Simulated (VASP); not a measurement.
# YS (Fm-3m) in VASP: notebook

YS is run at these levels: LDA; tasks: single point.

All numbers are computed with VASP 6.6.1; they aren't measurements. Logs are shortened: lines on timing, memory, paths and dates and some standing lists are left out, and cuts for length are marked.

**1. The cell of the first run**

Symmetry: Fm-3m, No. 225, cubic system. The conventional cell has a = 5.487 Å, b = 5.487 Å, c = 5.487 Å, α = 90.00°, β = 90.00°, γ = 90.00°. Y (site symmetry m-3m) has 6 S at 2.74 Å within 3.6 Å. S (site symmetry m-3m) has 6 Y at 2.74 Å within 3.6 Å.

**2. Single point, LDA**

Contents of INCAR:

```
PREC = Accurate
ENCUT = 520
EDIFF = 1E-6
ISMEAR = 1
SIGMA = 0.3
LREAL = F
LASPH = T
NELM = 60
ALGO = Normal
ISIF = 2
LWAVE = F
LCHARG = F
NBANDS = 16
ISYM = 0
```

Contents of KPOINTS:

```
Automatic mesh
0
Gamma
  6 6 6
  0.5 0.5 0.5
```

Contents of POSCAR:

```
YS
1.0
    3.8801070000      0.0000000000      0.0000000000
    1.9400535000      3.3602712314      0.0000000000
    1.9400535000      1.1200904105      3.1680940991
Y S
1 1
Direct
    0.5000000000      0.5000000000      0.5000000000
    0.0000000000      0.0000000000      0.0000000000
```

Potentials or basis: VASP PAW LDA potentials, release 64 (Y_sv, S).

The run is started by

```bash
$ cat potpaw_LDA.64/Y_sv/POTCAR potpaw_LDA.64/S/POTCAR > POTCAR
$ mpirun -np 1 vasp_std > vasp.out
```

OUTCAR:

```text
PREC = Accurate
   ENCUT = 520
   EDIFF = 1E-6
   ISMEAR = 1
   LREAL = F
   LASPH = T
   NELM = 60
   ISIF = 2
   ISYM = 0

 ion  position               nearest neighbor table
   1  0.500  0.500  0.500-   2 2.74   2 2.74   2 2.74   2 2.74   2 2.74   2 2.74
   2  0.000  0.000  0.000-   1 2.74   1 2.74   1 2.74   1 2.74   1 2.74   1 2.74

IMPORTANT INFORMATION: All symmetrisations will be switched off!
NOSYMM: (Re-)initialisation of all symmetry stuff for point group C_1.

----------------------------------------------------------------------------------------

                                     Primitive cell

  volume of cell :      41.3063

  direct lattice vectors                    reciprocal lattice vectors
     3.880107000  0.000000000  0.000000000     0.257724851 -0.148797512 -0.105215730
     1.940053500  3.360271231  0.000000000     0.000000000  0.297595025 -0.105215730
     1.940053500  1.120090411  3.168094099     0.000000000  0.000000000  0.315647190

  length of vectors
     3.880107000  3.880107000  3.880107000     0.315647190  0.315647190  0.315647190

  position of ions in fractional coordinates (direct lattice)
     0.500000000  0.500000000  0.500000000
     0.000000000  0.000000000  0.000000000

  ion indices of the primitive-cell ions
   primitive index   ion index
                 1           1
                 2           2

----------------------------------------------------------------------------------------

 KPOINTS: Automatic mesh

Automatic generation of k-mesh.
 Grid dimensions read from file:
 generate k-points for:    6    6    6

 Generating k-lattice:

  Cartesian coordinates                     Fractional coordinates (reciprocal lattice)
     0.042954142 -0.024799585 -0.017535955     0.166666667 -0.000000000 -0.000000000
     0.000000000  0.049599171 -0.017535955     0.000000000  0.166666667 -0.000000000
     0.000000000  0.000000000  0.052607865     0.000000000  0.000000000  0.166666667

  Length of vectors
     0.052607865  0.052607865  0.052607865

  Shift w.r.t. Gamma in fractional coordinates (k-lattice)
     0.500000000  0.500000000  0.500000000

 Subroutine IBZKPT returns following result:
 ===========================================

 Found    432 irreducible k-points:

 Following reciprocal coordinates:
            Coordinates               Weight
  0.083333  0.083333  0.083333      2.000000
  0.083333  0.000000 -0.000000      2.000000
  0.000000  0.000000 -0.083333      2.000000
  0.000000  0.083333 -0.000000      2.000000
  0.250000  0.083333  0.083333      2.000000
  0.083333  0.250000  0.083333      2.000000
[... 16 lines left out ...]
  0.000000  0.333333 -0.083333      2.000000
  0.333333  0.000000 -0.083333      2.000000
 [... further k-points ...]
   k-points           NKPTS =    432   k-points in BZ     NKDIM =    432   number of bands    NBANDS=     16
   number of dos      NEDOS =    301   number of ions     NIONS =      2
   total plane-waves  NPLWV =  27000
   dimension x,y,z NGX =    30 NGY =   30 NGZ =   30
   dimension x,y,z NGXF=    60 NGYF=   60 NGZF=   60
   ions per type =               1   1
   NGX,Y,Z   is equivalent  to a cutoff of  12.85, 12.85, 12.85 a.u.
   NGXF,Y,Z  is equivalent  to a cutoff of  25.71, 25.71, 25.71 a.u.
 SYSTEM =  unknown system
   PREC   = accura    normal or accurate (medium, high low for compatibility)
   ISTART =      0    job   : 0-new  1-cont  2-samecut
   ICHARG =      2    charge: 1-file 2-atom 10-const
   ISPIN  =      1    spin polarized calculation?
   LNONCOLLINEAR =      F non collinear calculations
   LSORBIT =      F    spin-orbit coupling
   LASPH  =      T    aspherical Exc in radial PAW
   ENCUT  =  520.0 eV  38.22 Ry    6.18 a.u.   7.21  7.21  7.21*2*pi/ulx,y,z
   NELM   =     60;   NELMIN=  2; NELMDL= -5     # of ELM steps
   EDIFF  = 0.1E-05   stopping-criterion for ELM
   LREAL  =      F    real-space projection
   EDIFFG = 0.1E-04   stopping-criterion for IOM
   NSW    =      0    number of steps for IOM
   IBRION =     -1    ionic relax: 0-MD 1-quasi-New 2-CG
   NFREE  =      0    steps in history (QN), initial steepest desc. (CG)
   ISIF   =      2    stress and relaxation
   ISYM   =      0    0-nonsym 1-usesym 2-fastsym
   POTIM  = 0.5000    time-step for ionic-motion
   TEBEG  =    0.0;   TEEND  =   0.0 temperature during run
   PSTRESS=    0.0 pullay stress
   NELECT =      17.0000    total number of electrons
   NUPDOWN=      -1.0000    fix difference up-down
   EMIN   =  10.00;   EMAX   =-10.00  energy-range for DOS
   EFERMI =   0.00;   METHOD = LEGACY
   ISMEAR =     1;   SIGMA  =   0.30  broadening in eV -4-tet -1-fermi 0-gaus
   EFERMI_NEDOS =   21; number of points for ismear=-14 and -15
   IALGO  =     38    algorithm
   IMIX   =      4    mixing-type and parameters
     AMIX     =   0.40;   BMIX     =  1.00
     AMIX_MAG =   1.60;   BMIX_MAG =  1.00
  volume/ion in A,a.u.               =      20.65       139.37
  Fermi-wavevector in a.u.,A,eV,Ry     =   1.217734  2.301184 20.175754  1.482876
  Thomas-Fermi vector in A             =   2.353044
   LORBIT       =      0    0 simple, 1 ext, 2 COOP (PROOUT), +10 PAW based schemes
   GGA     = CA    functional components
   LHFCALC =     F    Hartree Fock is set to
   AEXX    =    0.0000 exact exchange contribution
   IVDW    =     0    specifies the selected vdW correction
   LEPSILON=     F    determine dielectric tensor
   LRPA    =     F    only Hartree local field effects (RPA)
 non-spin polarized calculation
 Methfessel and Paxton  Order N= 1 SIGMA  =   0.30
  energy-cutoff  :      520.00
  volume of cell :       41.31
 maximum number of plane-waves:      1126
 NGX is ok and might be reduce to    30
   NGX = 15   NGY = 15   NGZ = 15

 number of electron      16.9999999 magnetization

 Free energy of the ion-electron system (eV)
  ---------------------------------------------------
  ext. energy  EPLUGINS =         0.00000000
  ---------------------------------------------------
  free energy    TOTEN  =       -16.02994505 eV

  energy without entropy =      -16.03171675  energy(sigma->0) =      -16.03053561

 E-fermi :   6.7353     XC(G=0): -10.7854

 val. band max:        6.6017451210   @ k =   0.0833   0.0000  -0.0000
 cond. band min:       6.7834723140   @ k =   0.1667   0.2500   0.1667
 fundamental gap:      0.1817271930
 Fermi energy:         6.7352849747

 k-point     1 :       0.0833    0.0833    0.0833
  band No.  band energies     occupation
      1     -36.4284      2.00000
      2     -16.5237      2.00000
      3     -16.4934      2.00000
      4     -16.4934      2.00000
      5      -8.2653      2.00000
      6       2.9016      2.00000
[... 8 lines left out ...]
     15      13.8450      0.00000
     16      18.6116      0.00000

 k-point     2 :       0.0833    0.0000   -0.0000
  band No.  band energies     occupation
      1     -36.4284      2.00000
      2     -16.5237      2.00000
      3     -16.4934      2.00000
      4     -16.4934      2.00000
      5      -8.2653      2.00000
      6       2.9016      2.00000
[... 8 lines left out ...]
     15      13.8450      0.00000
     16      18.6116      0.00000

 k-point     3 :       0.0000    0.0000   -0.0833
  band No.  band energies     occupation
      1     -36.4284      2.00000
      2     -16.5237      2.00000
      3     -16.4934      2.00000
      4     -16.4934      2.00000
      5      -8.2653      2.00000
      6       2.9016      2.00000
[... 8 lines left out ...]
     15      13.8450      0.00000
     16      18.6116      0.00000

 k-point     4 :       0.0000    0.0833   -0.0000
  band No.  band energies     occupation
      1     -36.4284      2.00000
      2     -16.5237      2.00000
      3     -16.4934      2.00000
      4     -16.4934      2.00000
      5      -8.2653      2.00000
      6       2.9016      2.00000
[... 8 lines left out ...]
     15      13.8450      0.00000
     16      18.6116      0.00000

 k-point     5 :       0.2500    0.0833    0.0833
  band No.  band energies     occupation
      1     -36.4189      2.00000
      2     -16.6557      2.00000
      3     -16.5246      2.00000
      4     -16.4963      2.00000
      5      -7.8935      2.00000
      6       1.5246      2.00000
[... 8 lines left out ...]
     15      15.0482      0.00000
     16      16.1499      0.00000

 k-point     6 :       0.0833    0.2500    0.0833
  band No.  band energies     occupation
      1     -36.4189      2.00000
      2     -16.6557      2.00000
      3     -16.5246      2.00000
      4     -16.4963      2.00000
      5      -7.8935      2.00000
      6       1.5246      2.00000
[... 8 lines left out ...]
     15      15.0482      0.00000
     16      16.1499      0.00000
[... 267 lines left out ...]
 k-point    21 :       0.4167    0.3333    0.3333
  band No.  band energies     occupation
      1     -36.4043      2.00000
      2     -16.8578      2.00000
      3     -16.5441      2.00000
      4     -16.5153      2.00000
      5      -7.2874      2.00000
      6       0.1210      2.00000
[... 8 lines left out ...]
     15      14.3161      0.00000
     16      14.6529      0.00000

 k-point    22 :       0.0833   -0.3333    0.0000
  band No.  band energies     occupation
      1     -36.4043      2.00000
      2     -16.8578      2.00000
      3     -16.5441      2.00000
      4     -16.5153      2.00000
      5      -7.2874      2.00000
      6       0.1210      2.00000
[... 8 lines left out ...]
     15      14.3161      0.00000
     16      14.6529      0.00000

 k-point    23 :       0.0000    0.3333   -0.0833
  band No.  band energies     occupation
      1     -36.4043      2.00000
      2     -16.8578      2.00000
      3     -16.5441      2.00000
      4     -16.5153      2.00000
      5      -7.2874      2.00000
      6       0.1210      2.00000
[... 8 lines left out ...]
     15      14.3161      0.00000
     16      14.6529      0.00000

 k-point    24 :       0.3333    0.0000   -0.0833
  band No.  band energies     occupation
      1     -36.4043      2.00000
      2     -16.8578      2.00000
      3     -16.5441      2.00000
      4     -16.5153      2.00000
      5      -7.2874      2.00000
      6       0.1210      2.00000
[... 8 lines left out ...]
     15      14.3161      0.00000
     16      14.6529      0.00000

 [... further k-points ...]
[... 5 lines left out ...]
  --------------------------------------------------------------------------------------
  -------------------------------------------------------------------------------------
  Total       -1.0103368     -1.0103374     -1.0103347     -0.0000002     -0.0000005     -0.0000033
  in kB      -39.1886805    -39.1887028    -39.1885995     -0.0000085     -0.0000212     -0.0001279
  external PRESSURE =     -39.1886609 kB  Pullay stress =       0.0000000 kB

 VOLUME and BASIS-vectors are now :
 -----------------------------------------------------------------------------
  energy-cutoff  :      520.00
  volume of cell :       41.31
      direct lattice vectors                 reciprocal lattice vectors
     3.880107000  0.000000000  0.000000000     0.257724851 -0.148797512 -0.105215730
     1.940053500  3.360271231  0.000000000     0.000000000  0.297595025 -0.105215730
     1.940053500  1.120090411  3.168094099     0.000000000  0.000000000  0.315647190

 POSITION                                       TOTAL-FORCE (eV/Angst)
 -----------------------------------------------------------------------------------
      3.88011      2.24018      1.58405        -0.000000     -0.000000     -0.000000
      0.00000      0.00000      0.00000         0.000000      0.000000      0.000000
 -----------------------------------------------------------------------------------
    total drift:                               -0.000000     -0.000000     -0.000000

  FREE ENERGIE OF THE ION-ELECTRON SYSTEM (eV)
  ---------------------------------------------------
  free  energy   TOTEN  =       -16.0299450476 eV

  energy  without entropy=      -16.0317167457  energy(sigma->0) =      -16.03053561
```

Run time: 4.3 min. Hardware: 1 thread of Intel Xeon Platinum 8259CL at 2.50GHz (Skylake/Cascade Lake), shared host; peak memory 0.41 GiB.

Results:

- Free energy: -16.0299 eV
- Pressure: -3.9 GPa

Levels at points of the mesh, in eV from the Fermi level:
```csv
k point,band 4,band 5,band 6,band 7,band 8,band 9,band 10,band 11,band 12,band 13
"(0.08, 0.08, 0.08)",-23.23,-15.00,-3.83,-3.64,-3.64,-0.18,-0.13,-0.13,0.90,0.90
```

**3. Single point, LDA**

Contents of INCAR:

```
SYSTEM = YS
PREC = Accurate ; ENCUT = 520
EDIFF = 1E-7 ; ISMEAR = 1
SIGMA = 0.2 ; LREAL = .FALSE.
LASPH = .TRUE. ; NELM = 80
ALGO = Normal ; ISIF = 2
LWAVE = .FALSE. ; LCHARG = .FALSE.
GGA = CA ; ISYM = 0
NBANDS = 16
```

KPOINTS is that of step 2.

POSCAR is that of step 2.

Potentials or basis: VASP PAW LDA potentials, release 64 (Y_sv, S).

The run is started by

```bash
$ cat potpaw_LDA.64/Y_sv/POTCAR potpaw_LDA.64/S/POTCAR > POTCAR
$ mpirun -np 1 vasp_std > vasp.out
```

OUTCAR:

```text
SYSTEM = YS
   PREC = Accurate
   ENCUT = 520
   EDIFF = 1E-7
   ISMEAR = 1
   LREAL = .FALSE.
   LASPH = .TRUE.
   NELM = 80
   ISIF = 2
   GGA = CA
   ISYM = 0

 ion  position               nearest neighbor table
   1  0.500  0.500  0.500-   2 2.74   2 2.74   2 2.74   2 2.74   2 2.74   2 2.74
   2  0.000  0.000  0.000-   1 2.74   1 2.74   1 2.74   1 2.74   1 2.74   1 2.74

IMPORTANT INFORMATION: All symmetrisations will be switched off!
NOSYMM: (Re-)initialisation of all symmetry stuff for point group C_1.

----------------------------------------------------------------------------------------

                                     Primitive cell

  volume of cell :      41.3063

  direct lattice vectors                    reciprocal lattice vectors
     3.880107000  0.000000000  0.000000000     0.257724851 -0.148797512 -0.105215730
     1.940053500  3.360271231  0.000000000     0.000000000  0.297595025 -0.105215730
     1.940053500  1.120090411  3.168094099     0.000000000  0.000000000  0.315647190

  length of vectors
     3.880107000  3.880107000  3.880107000     0.315647190  0.315647190  0.315647190

  position of ions in fractional coordinates (direct lattice)
[... 123 lines left out ...]
  ---------------------------------------------------
  free energy    TOTEN  =       -16.03021447 eV

  energy without entropy =      -16.03004405  energy(sigma->0) =      -16.03015766

 E-fermi :   6.7546     XC(G=0): -10.7853

 val. band max:        6.6026892560   @ k =   0.0833   0.0000  -0.0000
 cond. band min:       6.7841028725   @ k =   0.0833   0.2500   0.0833
 fundamental gap:      0.1814136166
 Fermi energy:         6.7545984315

 k-point     1 :       0.0833    0.0833    0.0833
  band No.  band energies     occupation
      1     -36.4249      2.00000
      2     -16.5206      2.00000
      3     -16.4902      2.00000
      4     -16.4902      2.00000
      5      -8.2664      2.00000
      6       2.9006      2.00000
[... 433 lines left out ...]
      3     -16.5409      2.00000
      4     -16.5121      2.00000
      5      -7.2884      2.00000
      6       0.1205      2.00000
[... 8 lines left out ...]
     15      14.3164      0.00000
     16      14.6535      0.00000

 [... further k-points ...]
[... 5 lines left out ...]
  --------------------------------------------------------------------------------------
  -------------------------------------------------------------------------------------
  Total       -1.0139606     -1.0139587     -1.0139586     -0.0000007     -0.0000004     -0.0000006
  in kB      -39.3292399    -39.3291677    -39.3291605     -0.0000260     -0.0000162     -0.0000241
  external PRESSURE =     -39.3291894 kB  Pullay stress =       0.0000000 kB

 VOLUME and BASIS-vectors are now :
 -----------------------------------------------------------------------------
  energy-cutoff  :      520.00
  volume of cell :       41.31
      direct lattice vectors                 reciprocal lattice vectors
     3.880107000  0.000000000  0.000000000     0.257724851 -0.148797512 -0.105215730
     1.940053500  3.360271231  0.000000000     0.000000000  0.297595025 -0.105215730
     1.940053500  1.120090411  3.168094099     0.000000000  0.000000000  0.315647190

 POSITION                                       TOTAL-FORCE (eV/Angst)
 -----------------------------------------------------------------------------------
      3.88011      2.24018      1.58405        -0.000000     -0.000000      0.000000
      0.00000      0.00000      0.00000         0.000000      0.000000     -0.000000
 -----------------------------------------------------------------------------------
    total drift:                                0.000000     -0.000000      0.000000

  FREE ENERGIE OF THE ION-ELECTRON SYSTEM (eV)
  ---------------------------------------------------
  free  energy   TOTEN  =       -16.0302144664 eV

  energy  without entropy=      -16.0300440464  energy(sigma->0) =      -16.03015766
```

stdout:

```text
POSCAR found type information on POSCAR Y S
 POSCAR found :  2 types and       2 ions
 scaLAPACK will be used
 LDA part: xc-table for (Slater(with rela. corr.)+CA(PZ))
 , standard interpolation
 POSCAR, INCAR and KPOINTS ok, starting setup
 FFT: planning ... GRIDC
 FFT: planning ... GRID_SOFT
 FFT: planning ... GRID
 WAVECAR not read
 entering main loop
```

It took 4.9 min on 1 thread of Intel Xeon Platinum 8259CL at 2.50GHz (Skylake/Cascade Lake), shared host; peak memory 0.41 GiB.

What came out:

```yaml
Free_energy: -16.0302 eV
Pressure: -3.9 GPa
```

(Continued in part 2 of 2.)
